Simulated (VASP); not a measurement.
# YZn (Fm-3m) in VASP: single point with LDA

Aim: the single point of YZn with LDA.

Everything below comes from runs of VASP 6.6.1. Logs are shortened: lines on timing, memory, paths and dates and some standing lists are left out, and cuts for length are marked.

### Step 1. The cell of the first run

The structure is cubic, space group Fm-3m (No. 225). Conventional cell: a = 5.757 Å, b = 5.757 Å, c = 5.757 Å, α = 90.00°, β = 90.00°, γ = 90.00°. Within 3.8 Å of Y (site symmetry m-3m) lie 6 Zn at 2.88 Å. Zn (site symmetry m-3m) has 6 Y at 2.88 Å within 3.8 Å.

### Step 2. Single point, LDA

POSCAR

```
YZn
1.0
    0.0000000000      2.8786460348      2.8786460348
    2.8786460348      0.0000000000      2.8786460348
    2.8786460348      2.8786460348      0.0000000000
Y Zn
1 1
Direct
    0.0000000000      0.0000000000      0.0000000000
    0.5000000000      0.5000000000      0.5000000000
```

INCAR.step1

```
SYSTEM = YZn
ALGO = Normal
EDIFF = 1E-6
ENCUT = 520
GGA = CA
ISIF = 2
ISMEAR = -1
LASPH = .True.
LCHARG = .True.
LMAXMIX = 4
LREAL = .False.
LWAVE = .False.
NBANDS = 18
NELM = 60
PREC = Accurate
SIGMA = 0.05
```

KPOINTS.step1

```
k-points
0
Gamma
  8 8 8
  0 0 0
```

INCAR.step2

```
SYSTEM = YZn
ALGO = Normal
EDIFF = 1E-6
ENCUT = 520
GGA = CA
ICHARG = 11
ISIF = 2
ISMEAR = -5
LASPH = .True.
LCHARG = .False.
LMAXMIX = 4
LORBIT = 11
LREAL = .False.
LWAVE = .False.
NEDOS = 1001
NELM = 60
PREC = Accurate
SIGMA = 0.05
```

KPOINTS.step2

```
k-points
0
Gamma
  12 12 12
  0 0 0
```

Potentials or basis: VASP PAW LDA potentials, release 64 (Y_sv, Zn).

Run with:

```bash
> cat potpaw_LDA.64/Y_sv/POTCAR potpaw_LDA.64/Zn/POTCAR > POTCAR
> cp INCAR.step1 INCAR
> cp KPOINTS.step1 KPOINTS
> mpirun -np 1 vasp_std > vasp.out
> cp INCAR.step2 INCAR
> cp KPOINTS.step2 KPOINTS
> mpirun -np 1 vasp_std > vasp.out
```

OUTCAR:

```text
SYSTEM = YZn
   EDIFF = 1E-6
   ENCUT = 520
   GGA = CA
   ICHARG = 11
   ISIF = 2
   ISMEAR = -5
   LASPH = .True.
   LORBIT = 11
   LREAL = .False.
   NELM = 60
   PREC = Accurate

 ion  position               nearest neighbor table
   1  0.000  0.000  0.000-   2 2.88   2 2.88   2 2.88   2 2.88   2 2.88   2 2.88
   2  0.500  0.500  0.500-   1 2.88   1 2.88   1 2.88   1 2.88   1 2.88   1 2.88

  LATTYP: Found a face centered cubic cell.
 ALAT       =     5.7572920696

  Lattice vectors:

 A1 = (   0.0000000000,   2.8786460348,   2.8786460348)
 A2 = (   2.8786460348,   0.0000000000,   2.8786460348)
 A3 = (   2.8786460348,   2.8786460348,   0.0000000000)

Analysis of symmetry for initial positions (statically):
=====================================================================
 Subroutine PRICEL returns:
 Original cell was already a primitive cell.

 Routine SETGRP: Setting up the symmetry group for a
 face centered cubic supercell.

 Subroutine GETGRP returns: Found 48 space group operations
 (whereof 48 operations were pure point group operations)
 out of a pool of 48 trial point group operations.

The static configuration has the point symmetry O_h .

Analysis of symmetry for dynamics (positions and initial velocities):
=====================================================================
 Subroutine PRICEL returns:
 Original cell was already a primitive cell.

 Routine SETGRP: Setting up the symmetry group for a
 face centered cubic supercell.

 Subroutine GETGRP returns: Found 48 space group operations
 (whereof 48 operations were pure point group operations)
 out of a pool of 48 trial point group operations.

The dynamic configuration has the point symmetry O_h .

 Subroutine INISYM returns: Found 48 space group operations
 (whereof 48 operations are pure point group operations),
 and found     1 'primitive' translations

----------------------------------------------------------------------------------------

                                     Primitive cell

  volume of cell :      47.7084

  direct lattice vectors                    reciprocal lattice vectors
     0.000000000  2.878646035  2.878646035    -0.173692769  0.173692769  0.173692769
     2.878646035  0.000000000  2.878646035     0.173692769 -0.173692769  0.173692769
     2.878646035  2.878646035  0.000000000     0.173692769  0.173692769 -0.173692769

  length of vectors
     4.071020264  4.071020264  4.071020264     0.300844700  0.300844700  0.300844700

  position of ions in fractional coordinates (direct lattice)
     0.000000000  0.000000000  0.000000000
     0.500000000  0.500000000  0.500000000

  ion indices of the primitive-cell ions
   primitive index   ion index
                 1           1
                 2           2

----------------------------------------------------------------------------------------

 KPOINTS: k-points

Automatic generation of k-mesh.
 Grid dimensions read from file:
 generate k-points for:   12   12   12

 Generating k-lattice:

  Cartesian coordinates                     Fractional coordinates (reciprocal lattice)
    -0.014474397  0.014474397  0.014474397     0.083333333  0.000000000  0.000000000
     0.014474397 -0.014474397  0.014474397     0.000000000  0.083333333  0.000000000
     0.014474397  0.014474397 -0.014474397     0.000000000  0.000000000  0.083333333

  Length of vectors
     0.025070392  0.025070392  0.025070392

  Shift w.r.t. Gamma in fractional coordinates (k-lattice)
     0.000000000  0.000000000  0.000000000

 TETIRR: Found    247 inequivalent tetrahedra from    10368

 Subroutine IBZKPT returns following result:
 ===========================================

 Found     72 irreducible k-points:

 Following reciprocal coordinates:
            Coordinates               Weight
  0.000000  0.000000  0.000000      1.000000
  0.083333  0.000000  0.000000      8.000000
  0.166667  0.000000  0.000000      8.000000
  0.250000  0.000000  0.000000      8.000000
  0.333333  0.000000  0.000000      8.000000
  0.416667  0.000000  0.000000      8.000000
[... 16 lines left out ...]
  0.500000  0.166667  0.000000     24.000000
 -0.416667  0.166667  0.000000     24.000000
 [... further k-points ...]
   k-points           NKPTS =     72   k-points in BZ     NKDIM =     72   number of bands    NBANDS=     15
   number of dos      NEDOS =   1001   number of ions     NIONS =      2
   total plane-waves  NPLWV =  27000
   dimension x,y,z NGX =    30 NGY =   30 NGZ =   30
   dimension x,y,z NGXF=    60 NGYF=   60 NGZF=   60
   ions per type =               1   1
   NGX,Y,Z   is equivalent  to a cutoff of  12.25, 12.25, 12.25 a.u.
   NGXF,Y,Z  is equivalent  to a cutoff of  24.50, 24.50, 24.50 a.u.
 SYSTEM =  YZn
   PREC   = accura    normal or accurate (medium, high low for compatibility)
   ISTART =      0    job   : 0-new  1-cont  2-samecut
   ICHARG =     11    charge: 1-file 2-atom 10-const
   ISPIN  =      1    spin polarized calculation?
   LNONCOLLINEAR =      F non collinear calculations
   LSORBIT =      F    spin-orbit coupling
   LASPH  =      T    aspherical Exc in radial PAW
   ENCUT  =  520.0 eV  38.22 Ry    6.18 a.u.   7.57  7.57  7.57*2*pi/ulx,y,z
   NELM   =     60;   NELMIN=  2; NELMDL=  0     # of ELM steps
   EDIFF  = 0.1E-05   stopping-criterion for ELM
   LREAL  =      F    real-space projection
   EDIFFG = 0.1E-04   stopping-criterion for IOM
   NSW    =      0    number of steps for IOM
   IBRION =     -1    ionic relax: 0-MD 1-quasi-New 2-CG
   NFREE  =      0    steps in history (QN), initial steepest desc. (CG)
   ISIF   =      2    stress and relaxation
   ISYM   =      2    0-nonsym 1-usesym 2-fastsym
   POTIM  = 0.5000    time-step for ionic-motion
   TEBEG  =    0.0;   TEEND  =   0.0 temperature during run
   PSTRESS=    0.0 pullay stress
   NELECT =      23.0000    total number of electrons
   NUPDOWN=      -1.0000    fix difference up-down
   EMIN   =  10.00;   EMAX   =-10.00  energy-range for DOS
   EFERMI =   0.00;   METHOD = LEGACY
   ISMEAR =    -5;   SIGMA  =   0.05  broadening in eV -4-tet -1-fermi 0-gaus
   EFERMI_NEDOS =   21; number of points for ismear=-14 and -15
   IALGO  =     38    algorithm
   IMIX   =      4    mixing-type and parameters
     AMIX     =   0.40;   BMIX     =  1.00
     AMIX_MAG =   1.60;   BMIX_MAG =  1.00
  volume/ion in A,a.u.               =      23.85       160.98
  Fermi-wavevector in a.u.,A,eV,Ry     =   1.283667  2.425780 22.419707  1.647802
  Thomas-Fermi vector in A             =   2.415907
   LORBIT       =     11    0 simple, 1 ext, 2 COOP (PROOUT), +10 PAW based schemes
   GGA     = CA    functional components
   LHFCALC =     F    Hartree Fock is set to
   AEXX    =    0.0000 exact exchange contribution
   IVDW    =     0    specifies the selected vdW correction
   LEPSILON=     F    determine dielectric tensor
   LRPA    =     F    only Hartree local field effects (RPA)
 non-spin polarized calculation
 Fermi weights with tetrahedron method with Bloechl corrections
  energy-cutoff  :      520.00
  volume of cell :       47.71
 maximum number of plane-waves:      1304

 number of electron      23.0000011 magnetization

 Free energy of the ion-electron system (eV)
  ---------------------------------------------------
  ext. energy  EPLUGINS =         0.00000000
  ---------------------------------------------------
  free energy    TOTEN  =        -8.92066732 eV

  energy without entropy =       -8.92066732  energy(sigma->0) =       -8.92066732

 E-fermi :   2.5369     XC(G=0): -10.3681

 val. band max:        2.5677817139   @ k =  -0.1667   0.1667   0.0000
 cond. band min:       2.5162288280   @ k =  -0.2500   0.5000   0.2500
 fundamental gap:     -0.0515528860
 Fermi energy:         2.5369371253

 k-point     1 :       0.0000    0.0000    0.0000
  band No.  band energies     occupation
      1     -39.8229      2.00000
      2     -19.8761      2.00000
      3     -19.8761      2.00000
      4     -19.8761      2.00000
      5      -4.9249      2.00000
      6      -4.9249      2.00000
      7      -4.8174      2.00000
      8      -4.8174      2.00000
      9      -4.8174      2.00000
     10      -4.1752      2.00000
     11       4.2787      0.00000
     12       4.2787      0.00000
     13       4.2787      0.00000
     14       5.4168      0.00000
     15       5.4168      0.00000

 k-point     2 :       0.0833    0.0000    0.0000
  band No.  band energies     occupation
      1     -39.8219      2.00000
      2     -19.8896      2.00000
      3     -19.8782      2.00000
      4     -19.8782      2.00000
      5      -4.9153      2.00000
      6      -4.9153      2.00000
      7      -4.8154      2.00000
      8      -4.8115      2.00000
      9      -4.8115      2.00000
     10      -4.0579      2.00000
     11       4.0274      0.00000
     12       4.2789      0.00000
     13       4.2789      0.00000
     14       5.1310      0.00000
     15       5.1310      0.00000
[... 365 lines left out ...]
      3     -19.9324      2.00000
      4     -19.9161      2.00000
      5      -4.8099      2.00000
      6      -4.8019      2.00000
      7      -4.7888      2.00000
      8      -4.7357      2.00000
      9      -4.7144      2.00000
     10      -1.3231      2.00000
     11       0.4583      2.00000
     12       2.4120      2.08319
     13       2.9926      0.00000
     14       5.7095      0.00000
     15       6.3407      0.00000

 k-point    24 :      -0.4167    0.1667    0.0000
  band No.  band energies     occupation
      1     -39.8079      2.00000
      2     -20.0523      2.00000
      3     -19.9380      2.00000
      4     -19.9132      2.00000
      5      -4.8181      2.00000
      6      -4.7815      2.00000
      7      -4.7759      2.00000
      8      -4.7398      2.00000
      9      -4.7192      2.00000
     10      -1.1033      2.00000
     11       0.2303      2.00000
     12       2.3863      2.08592
     13       2.8453      0.00000
     14       6.0640      0.00000
     15       6.1614      0.00000

 [... further k-points ...]

------------------------ aborting loop because EDIFF is reached ----------------------------------------

  FORCE on cell =-STRESS in cart. coord.  units (eV):
  Direction    XX          YY          ZZ          XY          YZ          ZX
  --------------------------------------------------------------------------------------
  -------------------------------------------------------------------------------------
  Total        0.0552985      0.0552985      0.0552985      0.0000000      0.0000000     -0.0000000
  in kB        1.8570725      1.8570725      1.8570725      0.0000000      0.0000000     -0.0000000
  external PRESSURE =       1.8570725 kB  Pullay stress =       0.0000000 kB

 VOLUME and BASIS-vectors are now :
 -----------------------------------------------------------------------------
  energy-cutoff  :      520.00
  volume of cell :       47.71
      direct lattice vectors                 reciprocal lattice vectors
     0.000000000  2.878646035  2.878646035    -0.173692769  0.173692769  0.173692769
     2.878646035  0.000000000  2.878646035     0.173692769 -0.173692769  0.173692769
     2.878646035  2.878646035  0.000000000     0.173692769  0.173692769 -0.173692769

 POSITION                                       TOTAL-FORCE (eV/Angst)
 -----------------------------------------------------------------------------------
      0.00000      0.00000      0.00000         0.000000      0.000000     -0.000000
      2.87865      2.87865      2.87865        -0.000000     -0.000000      0.000000
 -----------------------------------------------------------------------------------
    total drift:                                0.000000      0.000000      0.000000

  FREE ENERGIE OF THE ION-ELECTRON SYSTEM (eV)
  ---------------------------------------------------
  free  energy   TOTEN  =        -8.9206673234 eV

  energy  without entropy=       -8.9206673234  energy(sigma->0) =       -8.92066732

 total charge

# of ion       s       p       d       f       tot
--------------------------------------------------
    1        2.222   6.370   0.922   0.018   9.533
    2        0.795   0.396   9.686   0.000  10.877
--------------------------------------------------
tot          3.017   6.767  10.609   0.018  20.410
```

Run time: 1.8 min. Hardware: 1 thread of AMD EPYC 7R13, shared host; peak memory 0.17 GiB.

What came out:

| Property | Result |
| --- | --- |
| Valence electrons inside the program's atomic spheres | Y 9.53; Zn 10.88 |

Levels at points of the mesh, in eV from the Fermi level:
```csv
k point,band 8,band 9,band 10,band 11,band 12,band 13,band 14,band 15
"(0.00, 0.00, 0.00)",-7.35,-7.35,-6.71,1.74,1.74,1.74,2.88,2.88
"(0.50, 0.00, 0.00)",-7.26,-7.26,-3.46,-2.83,0.07,0.07,3.69,3.69
"(0.50, 0.50, 0.00)",-7.22,-7.22,-4.42,-0.68,0.05,2.71,2.71,3.78
```

Caveat: tetrahedron occupations give inexact forces and stress in metals.
